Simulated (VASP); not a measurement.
The system is Pt.

```
Pt
1.0
     2.76067    0.00000    0.00000
    -1.38033    2.39081    0.00000
     0.00000    0.00000    4.79213
Pt
2
Direct
  0.66667 0.33333 0.75000
  0.33333 0.66667 0.25000
```

| Quantity | Value |
| --- | --- |
| Program | VASP 6.6.1 |
| Task | relaxation of volume and atoms at fixed shape |
| Functional | PBEsol |
| Potentials or basis | VASP PAW PBE potentials, release 64 (Pt) |
| Cutoff | 600 eV |
| k mesh | 19 × 19 × 10 |
| Occupations | gaussian, width 0.05 eV |
| Spin | no spin polarisation |

At the start: pressure -11.2 GPa; volume 15.81 Å³/atom.

Where does the relaxation end?

Over 7 steps the energy falls by 25.3 meV/atom and the volume is 15.13 Å³/atom (-4.4 %); space group P6_3/mmc (No. 194, to 0.05 Å).

The path:
```tsv
step	energy change (eV)	largest force (eV/Å)	pressure (GPa)	volume (Å³)
1	0.0000	0.0000	-11.23	31.63
2	0.3957	0.0000	47.32	26.82
3	-0.0505	0.0000	-0.58	30.31
4	-0.0506	0.0000	-0.11	30.27
5	-0.0506	0.0000	0.15	30.24
6	-0.0506	0.0000	-0.31	30.29
7	-0.0506	0.0000	0.02	30.25
```

Final structure:
```yaml
crystal:
  lattice:
    - [2.72000, 0.00000, 0.00000]
    - [-1.35999, 2.35559, 0.00000]
    - [0.00000, 0.00000, 4.72153]
  atoms:
    - { symbol: Pt, position: [0.66667, 0.33333, 0.75000] }
    - { symbol: Pt, position: [0.33333, 0.66667, 0.25000] }
```

Caveat: the PAW data sets were made with another functional, which shifts forces and pressure a little.
